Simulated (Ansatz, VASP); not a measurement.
## Two plane-wave programs on MgO

```
Mg O
1.0
     3.36130    0.00000    0.00000
    -1.68065    2.91097    0.00000
     0.00000    0.00000    5.01939
Mg O
2 2
Direct
  0.33333 0.66667 0.00366
  0.66667 0.33333 0.50366
  0.33333 0.66667 0.40094
  0.66667 0.33333 0.90094
```

Alike in both runs: task single point; functional PBEsol; k mesh 9 × 9 × 6; occupations gaussian, width 0.05 eV; no spin polarisation.

|  | VASP | Ansatz |
| --- | --- | --- |
| version | VASP 6.6.1 | Ansatz 0.2.0 |
| potentials or method | VASP PAW PBE potentials, release 64 (Mg, O), cutoff 520 eV | scalar-relativistic, plane waves, PAW |
| valence electrons in the cell | 16 | 32 |

VASP gave:

- gap on the k mesh at the Fermi level (eV): 3.14
- least direct gap on the mesh (eV): 3.14
- pressure (GPa): -4.4
- traceless stress, the component that is largest in VASP (GPa): 2.39
- rms of the force components (eV/Å): 0.073

**Question.** Estimate Ansatz's values.

**Answer.** gap on the k mesh at the Fermi level (eV): 3.15; least direct gap on the mesh (eV): 3.15; pressure (GPa): -4.0; traceless stress, the component that is largest in VASP (GPa): 2.32; rms of the force components (eV/Å): 0.073.

VASP's potentials were made for PBE, not for PBEsol, and Ansatz warns of the same on its side. Atom by atom the forces differ by 0.000 eV/Å (rms over components). The functional is the same, so the differences come from potentials, cutoffs and numerics. VASP's potentials hold 16 valence electrons a cell and Ansatz's 32, so a difference there can come from the potentials and not from the codes.
